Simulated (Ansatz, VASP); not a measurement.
Cd3Br2 in VASP and in Ansatz

```
Cd Br
1.0
     1.92296    1.11022   12.20089
    -1.92296    1.11022   12.20089
     0.00000   -2.22045   12.20089
Cd Br
3 2
Direct
  0.00000 0.00000 0.00000
  0.19513 0.19513 0.19513
  0.80487 0.80487 0.80487
  0.42339 0.42339 0.42339
  0.57661 0.57661 0.57661
```

Alike in both runs: functional PBE; k mesh 6 × 6 × 6; occupations gaussian, width 0.1 eV; no spin polarisation.

Ansatz relaxed the structure, and its values are those at the end. VASP's run is a single point on that final structure, the one shown.

```csv
,VASP,Ansatz
version,VASP 6.6.1,Ansatz 0.2.0
potentials or method,"VASP PAW PBE potentials, release 64 (Cd, Br), cutoff 520 eV","scalar-relativistic, plane waves, PAW"
valence electrons in the cell,50,74
```

```tsv
	VASP	Ansatz	Ansatz less VASP
gap on the k mesh at the Fermi level (eV)	0.31	0.31	0.000
least direct gap on the mesh (eV)	0.31	0.31	0.000
pressure (GPa)	0.1	0.0	-0.13
rms of the force components (eV/Å)	0.003	0.014	+0.0114
```

The functional is the same, so the differences come from potentials, cutoffs and numerics. VASP's potentials hold 50 valence electrons a cell and Ansatz's 74, so a difference there can come from the potentials and not from the codes.
